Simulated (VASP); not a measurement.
# Cd5HgTe6 (P-4m2) in VASP: further runs

Runs on Cd5HgTe6. Level: PBE. Tasks: single point, relaxation of cell and atoms.

Everything below comes from runs of VASP 6.6.1. Logs are shortened: lines on timing, memory, paths and dates and some standing lists are left out, and cuts for length are marked.

**1. The cell of the first run**

It takes space group P-4m2 (No. 115, tetragonal). The conventional cell has a = 4.372 Å, b = 4.372 Å, c = 18.547 Å, α = 90.00°, β = 90.00°, γ = 90.00°. Cd (site symmetry 2mm) has 4 Te at 2.68 Å within 3.5 Å. Within 3.5 Å of Cd (site symmetry 2mm) lie 4 Te at 2.68 Å. Cd (site symmetry -4m2) has 4 Te at 2.68 Å within 3.5 Å. Within 3.5 Å of Hg (site symmetry -4m2) lie 4 Te at 2.68 Å. Within 3.5 Å of Te (site symmetry 2mm) lie 2 Hg at 2.68 Å and 2 Cd at 2.68 Å. Within 3.5 Å of Te (site symmetry 2mm) lie 4 Cd at 2.68 Å. Within 3.5 Å of Te (site symmetry 2mm) lie 4 Cd at 2.68 Å.

**2. Single point, PBE**

The input, INCAR:

```
SYSTEM = Cd5HgTe6
ALGO = Normal
EDIFF = 1E-6
ENCUT = 520
GGA = PE
ISIF = 2
ISMEAR = 0
LASPH = .True.
LCHARG = .False.
LREAL = .False.
LWAVE = .False.
NBANDS = 66
NELM = 60
PREC = Accurate
SIGMA = 0.1
```

The input, KPOINTS:

```
k-points
0
Gamma
  4 4 1
  0 0 0
```

The input, POSCAR:

```
Cd5HgTe6
1.0
    4.3715230000      0.0000000000      0.0000000000
    0.0000000000      4.3715230000      0.0000000000
    0.0000000000      0.0000000000     18.5468013300
Cd Hg Te
5 1 6
Direct
    0.0000000000      0.0000000000      0.8333333300
    0.0000000000      0.0000000000      0.1666666700
    0.5000000000      0.5000000000      0.3333333300
    0.0000000000      0.0000000000      0.5000000000
    0.5000000000      0.5000000000      0.6666666700
    0.5000000000      0.5000000000      0.0000000000
    0.5000000000      0.0000000000      0.0833333300
    0.0000000000      0.5000000000      0.2500000000
    0.5000000000      0.0000000000      0.4166666700
    0.0000000000      0.5000000000      0.5833333300
    0.5000000000      0.0000000000      0.7500000000
    0.0000000000      0.5000000000      0.9166666700
```

Potentials or basis: VASP PAW PBE potentials, release 64 (Cd, Hg, Te).

Command:

```bash
> cat potpaw_PBE.64/Cd/POTCAR potpaw_PBE.64/Hg/POTCAR potpaw_PBE.64/Te/POTCAR > POTCAR
> mpirun -np 1 vasp_std > vasp.out
```

OUTCAR:

```text
SYSTEM = Cd5HgTe6
   EDIFF = 1E-6
   ENCUT = 520
   GGA = PE
   ISIF = 2
   ISMEAR = 0
   LASPH = .True.
   LREAL = .False.
   NELM = 60
   PREC = Accurate

 ion  position               nearest neighbor table
   1  0.000  0.000  0.833-  11 2.68  11 2.68  12 2.68  12 2.68
   2  0.000  0.000  0.167-   8 2.68   8 2.68   7 2.68   7 2.68
   3  0.500  0.500  0.333-   8 2.68   8 2.68   9 2.68   9 2.68
   4  0.000  0.000  0.500-   9 2.68  10 2.68  10 2.68   9 2.68
   5  0.500  0.500  0.667-  11 2.68  11 2.68  10 2.68  10 2.68
   6  0.500  0.500  0.000-   7 2.68  12 2.68   7 2.68  12 2.68
   7  0.500  0.000  0.083-   6 2.68   6 2.68   2 2.68   2 2.68
   8  0.000  0.500  0.250-   2 2.68   3 2.68   2 2.68   3 2.68
   9  0.500  0.000  0.417-   4 2.68   4 2.68   3 2.68   3 2.68
  10  0.000  0.500  0.583-   4 2.68   4 2.68   5 2.68   5 2.68
  11  0.500  0.000  0.750-   1 2.68   5 2.68   5 2.68   1 2.68
  12  0.000  0.500  0.917-   6 2.68   6 2.68   1 2.68   1 2.68

  LATTYP: Found a simple tetragonal cell.
 ALAT       =     4.3715230000
 C/A-ratio  =     4.2426406838

  Lattice vectors:

 A1 = (   4.3715230000,   0.0000000000,   0.0000000000)
 A2 = (   0.0000000000,   4.3715230000,   0.0000000000)
 A3 = (   0.0000000000,   0.0000000000,  18.5468013300)

Analysis of symmetry for initial positions (statically):
=====================================================================
 Subroutine PRICEL returns:
 Original cell was already a primitive cell.

 Routine SETGRP: Setting up the symmetry group for a
 simple tetragonal supercell.

 Subroutine GETGRP returns: Found  8 space group operations
 (whereof  8 operations were pure point group operations)
 out of a pool of 16 trial point group operations.

The static configuration has the point symmetry D_2d.

Analysis of symmetry for dynamics (positions and initial velocities):
=====================================================================
 Subroutine PRICEL returns:
 Original cell was already a primitive cell.

 Routine SETGRP: Setting up the symmetry group for a
 simple tetragonal supercell.

 Subroutine GETGRP returns: Found  8 space group operations
 (whereof  8 operations were pure point group operations)
 out of a pool of 16 trial point group operations.

The dynamic configuration has the point symmetry D_2d.

 Subroutine INISYM returns: Found  8 space group operations
 (whereof  8 operations are pure point group operations),
 and found     1 'primitive' translations

[... 107 lines left out ...]
   NUPDOWN=      -1.0000    fix difference up-down
   EMIN   =  10.00;   EMAX   =-10.00  energy-range for DOS
   EFERMI =   0.00;   METHOD = LEGACY
   ISMEAR =     0;   SIGMA  =   0.10  broadening in eV -4-tet -1-fermi 0-gaus
   EFERMI_NEDOS =   21; number of points for ismear=-14 and -15
   IALGO  =     38    algorithm
   IMIX   =      4    mixing-type and parameters
     AMIX     =   0.40;   BMIX     =  1.00
     AMIX_MAG =   1.60;   BMIX_MAG =  1.00
  volume/ion in A,a.u.               =      29.54       199.32
  Fermi-wavevector in a.u.,A,eV,Ry     =   1.101635  2.081789 16.512039  1.213601
  Thomas-Fermi vector in A             =   2.238066
   LORBIT       =      0    0 simple, 1 ext, 2 COOP (PROOUT), +10 PAW based schemes
   GGA     = PE    functional components
   LHFCALC =     F    Hartree Fock is set to
   AEXX    =    0.0000 exact exchange contribution
   IVDW    =     0    specifies the selected vdW correction
   LEPSILON=     F    determine dielectric tensor
   LRPA    =     F    only Hartree local field effects (RPA)
 non-spin polarized calculation
 Gauss-broadening in eV      SIGMA  =   0.10
  energy-cutoff  :      520.00
  volume of cell :      354.43
 maximum number of plane-waves:      9632
 NGX is ok and might be reduce to    36
   NGX = 17   NGY = 17   NGZ = 69

 number of electron     107.9999986 magnetization

 Free energy of the ion-electron system (eV)
  ---------------------------------------------------
  ext. energy  EPLUGINS =         0.00000000
  ---------------------------------------------------
  free energy    TOTEN  =       -24.94844156 eV

  energy without entropy =      -24.94844156  energy(sigma->0) =      -24.94844156

 E-fermi :   4.3956     XC(G=0):  -9.2471

 val. band max:        3.9460313576   @ k =   0.0000   0.0000   0.0000
 cond. band min:       4.8352724545   @ k =   0.0000   0.0000   0.0000
 fundamental gap:      0.8892410969
 Fermi energy:         4.3956075517

 k-point     1 :       0.0000    0.0000    0.0000
  band No.  band energies     occupation
      1      -8.3903      2.00000
      2      -8.1643      2.00000
      3      -8.1010      2.00000
      4      -7.7606      2.00000
      5      -7.7586      2.00000
      6      -7.5778      2.00000
[... 403 lines left out ...]
     65       7.7167      0.00000
     66       7.8097      0.00000

------------------------ aborting loop because EDIFF is reached ----------------------------------------

  FORCE on cell =-STRESS in cart. coord.  units (eV):
  Direction    XX          YY          ZZ          XY          YZ          ZX
  --------------------------------------------------------------------------------------
  -------------------------------------------------------------------------------------
  Total       27.4498746     27.4498746     26.6074866      0.0000000      0.0000000      0.0000000
  in kB      124.0841734    124.0841734    120.2762501      0.0000000      0.0000000      0.0000000
  external PRESSURE =     122.8148656 kB  Pullay stress =       0.0000000 kB

 VOLUME and BASIS-vectors are now :
 -----------------------------------------------------------------------------
  energy-cutoff  :      520.00
  volume of cell :      354.43
      direct lattice vectors                 reciprocal lattice vectors
     4.371523000  0.000000000  0.000000000     0.228753229  0.000000000  0.000000000
     0.000000000  4.371523000  0.000000000     0.000000000  0.228753229  0.000000000
     0.000000000  0.000000000 18.546801330     0.000000000  0.000000000  0.053917653

 POSITION                                       TOTAL-FORCE (eV/Angst)
 -----------------------------------------------------------------------------------
      0.00000      0.00000     15.45567        -0.000000     -0.000000      0.014409
      0.00000      0.00000      3.09113        -0.000000     -0.000000     -0.014409
      2.18576      2.18576      6.18227        -0.000000      0.000000     -0.000025
      0.00000      0.00000      9.27340        -0.000000     -0.000000      0.000000
      2.18576      2.18576     12.36453        -0.000000      0.000000      0.000025
      2.18576      2.18576      0.00000        -0.000000      0.000000      0.000000
      2.18576      0.00000      1.54557        -0.000000     -0.000000      0.201494
      0.00000      2.18576      4.63670        -0.000000     -0.000000     -0.003933
      2.18576      0.00000      7.72783        -0.000000     -0.000000      0.000445
      0.00000      2.18576     10.81897         0.000000     -0.000000     -0.000445
      2.18576      0.00000     13.91010        -0.000000     -0.000000      0.003933
      0.00000      2.18576     17.00123        -0.000000     -0.000000     -0.201494
 -----------------------------------------------------------------------------------
    total drift:                                0.000000      0.000000      0.000000

  FREE ENERGIE OF THE ION-ELECTRON SYSTEM (eV)
  ---------------------------------------------------
  free  energy   TOTEN  =       -24.9484415648 eV

  energy  without entropy=      -24.9484415648  energy(sigma->0) =      -24.94844156
```

stdout:

```text
POSCAR found type information on POSCAR CdHgTe
 POSCAR found :  3 types and      12 ions
 scaLAPACK will be used
 LDA part: xc-table for (Slater+PW92), standard interpolation
 POSCAR, INCAR and KPOINTS ok, starting setup
 FFT: planning ... GRIDC
 FFT: planning ... GRID_SOFT
 FFT: planning ... GRID
 WAVECAR not read
 entering main loop
```

Wall time 2 min (1 thread of Intel Xeon 6975P-C (Granite Rapids), shared host); peak memory 0.48 GiB.

What came out:

```yaml
Free_energy: -24.9484 eV
Pressure: 12.3 GPa
Largest_force: 0.201 eV/Å
Band_gap_on_the_k_mesh: 0.89 eV, direct
```

Forces on the atoms (eV/Å):
```
Cd   0.000  0.000  0.014
Cd   0.000  0.000 -0.014
Cd   0.000  0.000  0.000
Cd   0.000  0.000  0.000
Cd   0.000  0.000  0.000
Hg   0.000  0.000  0.000
Te   0.000  0.000  0.201
Te   0.000  0.000 -0.004
Te   0.000  0.000  0.000
Te   0.000  0.000  0.000
Te   0.000  0.000  0.004
Te   0.000  0.000 -0.201
```

Caveat: spin-orbit coupling is left out, which moves the levels of the heavy elements. A hybrid or GW would open this gap; PBE tends to underestimate it.

**3. Single point, PBE**

This run uses another cell than the first one, of 36.39 Å³/atom, 1.232 times its volume.

The input, INCAR:

```
ALGO     = Normal         # electronic algorithm
EDIFF    = 1E-6           # SCF threshold, eV
ENCUT    = 520            # plane-wave cutoff, eV
GGA      = PE             # functional
ISIF     = 2              # what is computed and relaxed
ISMEAR   = 0              # smearing method
LASPH    = T              # aspherical terms in the spheres
LCHARG   = F              # write CHGCAR
LREAL    = F              # projectors in reciprocal space
LWAVE    = F              # write WAVECAR
NBANDS   = 66             # bands
NELM     = 60             # most SCF steps
PREC     = Accurate       # precision mode
SIGMA    = 0.1            # smearing width, eV
```

The input, KPOINTS:

```
k-points
0
Gamma
  4 4 1
```

The input, POSCAR:

```
Cd5HgTe6
1.0
    4.7131626170      0.0000000000      0.0000000000
    0.0000000000      4.7131626170      0.0000000000
    0.0000000000      0.0000000000     19.6574825423
Cd Hg Te
5 1 6
Direct
    0.0000000000      0.0000000000      0.8328513981
    0.0000000000      0.0000000000      0.1671486019
    0.5000000000      0.5000000000      0.3336179798
    0.0000000000      0.0000000000      0.5000000000
    0.5000000000      0.5000000000      0.6663820202
    0.5000000000      0.5000000000      0.0000000000
    0.5000000000      0.0000000000      0.0842474974
    0.0000000000      0.5000000000      0.2504279232
    0.5000000000      0.0000000000      0.4168202770
    0.0000000000      0.5000000000      0.5831797230
    0.5000000000      0.0000000000      0.7495720768
    0.0000000000      0.5000000000      0.9157525026
```

Potentials or basis: VASP PAW PBE potentials, release 64 (Cd, Hg, Te).

Command:

```bash
> cat potpaw_PBE.64/Cd/POTCAR potpaw_PBE.64/Hg/POTCAR potpaw_PBE.64/Te/POTCAR > POTCAR
> mpirun -np 1 vasp_std > vasp.out
```

It took 2 min on 1 thread of Intel Xeon 6975P-C (Granite Rapids), shared host; peak memory 0.5 GiB.

The run converged. Its results:

```
Free energy            : -27.5574 eV
Pressure               : 0.1 GPa
Largest force          : 0.006 eV/Å
Band gap on the k mesh : 0.27 eV, direct
```

Forces on the atoms (eV/Å):
```
Cd   0.000  0.000 -0.002
Cd   0.000  0.000  0.002
Cd   0.000  0.000 -0.001
Cd   0.000  0.000  0.000
Cd   0.000  0.000  0.001
Hg   0.000  0.000  0.000
Te   0.000  0.000 -0.006
Te   0.000  0.000 -0.001
Te   0.000  0.000  0.000
Te   0.000  0.000  0.000
Te   0.000  0.000  0.001
Te   0.000  0.000  0.006
```

Levels at points of the mesh, in eV from the valence-band top:
```csv
k point,band 52,band 53,band 54,band 55,band 56,band 57
"(0.00, 0.00, 0.00)",-0.03,-0.03,0.00,0.27,1.90,2.19
"(0.50, 0.00, 0.00)",-0.83,-0.80,-0.60,1.47,1.98,1.99
"(0.50, 0.50, 0.00)",-1.72,-1.72,-1.67,2.29,2.68,2.71
```

Caveat: spin-orbit coupling is left out, which moves the levels of the heavy elements.

**4. Relaxation of cell and atoms, PBE**

The input, INCAR:

```
PREC = Accurate
ENCUT = 600
EDIFF = 1E-7
ISMEAR = 0
SIGMA = 0.1
LREAL = F
LASPH = T
NELM = 100
ALGO = Normal
ISIF = 3
LWAVE = F
LCHARG = F
GGA = PE
IBRION = 2
NSW = 90
EDIFFG = -0.04
```

The input, KPOINTS:

```
regular mesh
0
Gamma
  4 4 1
```

The input, POSCAR:

```
Cd5HgTe6
1.0
    4.3715230000      0.0000000000      0.0000000000
    0.0000000000      4.3715230000      0.0000000000
    0.0000000000      0.0000000000     18.5468013300
Cd Hg Te
5 1 6
Direct
    0.0000000000      0.0000000000      0.8333333300
    0.0000000000      0.0000000000      0.1666666700
    0.5000000000      0.5000000000      0.3333333300
    0.0000000000      0.0000000000      0.5000000000
    0.5000000000      0.5000000000      0.6666666700
    0.5000000000      0.5000000000      0.0000000000
    0.5000000000      0.0000000000      0.0833333300
    0.0000000000      0.5000000000      0.2500000000
    0.5000000000      0.0000000000      0.4166666700
    0.0000000000      0.5000000000      0.5833333300
    0.5000000000      0.0000000000      0.7500000000
    0.0000000000      0.5000000000      0.9166666700
```

Command:

```bash
> cat potpaw_PBE.64/Cd/POTCAR potpaw_PBE.64/Hg/POTCAR potpaw_PBE.64/Te/POTCAR > POTCAR
> mpirun -np 1 vasp_std > vasp.out
```

Wall time 6.4 min (1 thread of Intel Xeon 6975P-C (Granite Rapids), shared host); peak memory 0.57 GiB.

The run converged. Its results:

```yaml
Free_energy: -27.5412 eV
Relaxed_volume: 36.39 Å³/atom
Relaxed_cell: a = 4.690 Å, b = 4.690 Å, c = 19.855 Å, α = 90.00°, β = 90.00°, γ = 90.00°
Space_group_after_relaxing_to_0.05_Å: P-4m2 (No. 115)
Energy_gained_by_relaxing: 216.1 meV/atom
Ionic_steps: 3
Pressure_after_relaxing: 0.1 GPa
Largest_force_after_relaxing: 0.032 eV/Å
Band_gap_on_the_k_mesh: 0.29 eV, direct
```

Forces on the atoms (eV/Å):
```
Cd   0.000  0.000 -0.009
Cd   0.000  0.000  0.009
Cd   0.000  0.000 -0.001
Cd   0.000  0.000  0.000
Cd   0.000  0.000  0.001
Hg   0.000  0.000  0.000
Te   0.000  0.000  0.032
Te   0.000  0.000  0.004
Te   0.000  0.000  0.001
Te   0.000  0.000 -0.001
Te   0.000  0.000 -0.004
Te   0.000  0.000 -0.032
```

Stress tensor (GPa, compression positive):
```
 0.15  0.00  0.00
 0.00  0.15  0.00
 0.00  0.00 -0.03
```

The path:
| step | energy change (eV) | largest force (eV/Å) | pressure (GPa) | volume (Å³) |
| --- | --- | --- | --- | --- |
| 1 | 0.0000 | 0.2015 | 12.25 | 354.43 |
| 2 | -2.1747 | 0.0206 | -2.66 | 483.37 |
| 3 | -2.5937 | 0.0317 | 0.09 | 436.65 |

Final structure:
```
CELL_PARAMETERS angstrom
4.68959 0.00000 0.00000
0.00000 4.68959 0.00000
0.00000 0.00000 19.85473
ATOMIC_POSITIONS crystal
Cd 0.00000 0.00000 0.83336
Cd 0.00000 0.00000 0.16664
Cd 0.50000 0.50000 0.33333
Cd 0.00000 0.00000 0.50000
Cd 0.50000 0.50000 0.66667
Hg 0.50000 0.50000 0.00000
Te 0.50000 0.00000 0.08370
Te 0.00000 0.50000 0.24999
Te 0.50000 0.00000 0.41667
Te 0.00000 0.50000 0.58333
Te 0.50000 0.00000 0.75001
Te 0.00000 0.50000 0.91630
```

Levels at points of the mesh, in eV from the valence-band top:
```
           k point  band 50  band 51  band 52  band 53  band 54  band 55  band 56  band 57  band 58  band 59
(0.00, 0.00, 0.00)    -0.52    -0.52    -0.01     0.00     0.00     0.29     1.92     2.20     2.51     2.61
(0.50, 0.00, 0.00)    -0.79    -0.78    -0.78    -0.75    -0.57     1.50     2.00     2.00     2.04     2.78
(0.50, 0.50, 0.00)    -1.94    -1.73    -1.72    -1.72    -1.69     2.29     2.66     2.71     2.71     3.18
```

Caveat: the volume moved by over 15 % at a fixed basis, so the end points are rough; spin-orbit coupling is left out, which moves the levels of the heavy elements.

**5. Overview**

```tsv
task	cell	cutoff (eV)	gap on the mesh (eV)	pressure (GPa)	largest force (eV/Å)
single point	a = 4.372, b = 4.372, c = 18.547 Å, 12 atoms	520	0.89	12.3	0.20
single point	a = 4.713, b = 4.713, c = 19.657 Å, 12 atoms	520	0.27	0.1	0.01
relaxation of cell and atoms	relaxed from a = 4.372, b = 4.372, c = 18.547 Å, 12 atoms	600	0.29	0.1	0.03
```

Alike in all rows: level PBE; potentials or basis VASP PAW PBE potentials, release 64 (Cd, Hg, Te); no spin polarisation; k mesh 4 × 4 × 1; smearing gaussian 0.1 eV.

Caveats: spin-orbit coupling is left out, which moves the levels of the heavy elements; the volume moved by over 15 % at a fixed basis, so the end points are rough (some runs).

Total energies depend on the potentials used, so only differences within one code and one set of settings carry meaning.
